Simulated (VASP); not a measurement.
HfO2: single point with PBEsol+D3(BJ)

Crystal: HfO2.

```
Hf O
1.0
     0.00000    2.59116    2.59116
     2.59116    0.00000    2.59116
     2.59116    2.59116    0.00000
Hf O
1 2
Direct
  0.00000 0.00000 0.00000
  0.75000 0.75000 0.75000
  0.25000 0.25000 0.25000
```

This cell differs from its parent crystal: volume scaled by 1.04.

```json
{
 "Program": "VASP 6.6.1",
 "Task": "single point",
 "Functional": "PBEsol",
 "Dispersion": "D3(BJ)",
 "Potentials or basis": "VASP PAW PBE potentials, release 64 (Hf_pv, O)",
 "Cutoff": "520 eV",
 "k mesh": "9 × 9 × 9",
 "Occupations": "fermi-dirac, width 0.05 eV",
 "Spin": "collinear spin, zero start",
 "Starting moments": "[0.0, 0.0, 0.0] μB",
 "Fixed moment": "0 μB"
}
```

The pressure is -24.1 GPa. The net moment is 0.00 μB per cell. The valence electrons inside the program's atomic spheres are Hf 8.07; O 5.04 and the dispersion energy per atom is -0.212 eV.

It took 96 s on 1 thread of Intel Xeon 8259CL (shared host), peak memory 0.21 GiB.

Caveat: three body term missing; the PAW data sets were made with another functional, which shifts forces and pressure a little; the total moment is fixed, so each spin has its own Fermi level.
